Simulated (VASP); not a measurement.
A run of VASP 6.6.1:

Contents of INCAR:

```
SYSTEM = Si
PREC = Accurate
ENCUT = 520
EDIFF = 1E-8
ISMEAR = -1
SIGMA = 0.08
LREAL = .False.
LASPH = .True.
NELM = 80
ALGO = Normal
ISIF = 2
LWAVE = .False.
LCHARG = .False.
LEFG = .True.
NBANDS = 11
```

File KPOINTS:

```
regular mesh
0
Gamma
  12 12 12
  0 0 0
```

File POSCAR:

```
Si
1.0
    0.0000000000      2.7063880927      2.7063880927
    2.7063880927      0.0000000000      2.7063880927
    2.7063880927      2.7063880927      0.0000000000
Si
2
Direct
    0.5000000000      0.5000000000      0.5000000000
    0.7500000000      0.7500000000      0.7500000000
```

Potentials or basis: VASP PAW LDA potentials, release 64 (Si).

Run with:

```console
$ cat potpaw_LDA.64/Si/POTCAR > POTCAR
$ mpirun -np 1 vasp_std > vasp.out
```

Hardware: 1 thread of AMD EPYC 7R13 Processor (Zen 3), with other jobs on the host.

Problem. Estimate the wall time of this run.

Solution. Wall time 17 s on 1 thread of AMD EPYC 7R13 Processor (Zen 3), with other jobs on the host, peak memory 0.12 GiB. Counts: scf iterations 12, k points 72.
